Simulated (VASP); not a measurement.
Ga3Se:

```
Se Ga
1.0
     4.43246    0.00000    0.00000
     0.00000    4.43246    0.00000
     0.00000    0.00000    4.43246
Se Ga
1 3
Direct
  0.00000 0.00000 0.00000
  0.50000 0.50000 0.00000
  0.50000 0.00000 0.50000
  0.00000 0.50000 0.50000
```

* Program: VASP 6.6.1
* Task: relaxation of cell and atoms
* Functional: LDA
* Potentials or basis: VASP PAW LDA potentials, release 64 (Se, Ga_d)
* Cutoff: 600 eV
* k mesh: 6 × 6 × 6
* Occupations: fermi-dirac, width 0.05 eV
* Spin: no spin polarisation

At the start: pressure -5.0 GPa; volume 21.77 Å³/atom.

**Question.** How do energy, volume and symmetry change on relaxing?

**Answer.** Over 3 steps the energy falls by 41.5 meV/atom and the volume is 19.37 Å³/atom (-11.0 %); space group Pm-3m (No. 221, to 0.05 Å).

The path:
| step | energy change (eV) | largest force (eV/Å) | pressure (GPa) | volume (Å³) |
| --- | --- | --- | --- | --- |
| 1 | 0.0000 | 0.0000 | -4.96 | 87.08 |
| 2 | -0.1618 | 0.0000 | -0.97 | 78.86 |
| 3 | -0.1660 | 0.0000 | -0.03 | 77.49 |

Final structure:
```
Se Ga
1.0
     4.26328    0.00000    0.00000
     0.00000    4.26328    0.00000
     0.00000    0.00000    4.26328
Se Ga
1 3
Direct
  0.00000 0.00000 0.00000
  0.50000 0.50000 0.00000
  0.50000 0.00000 0.50000
  0.00000 0.50000 0.50000
```
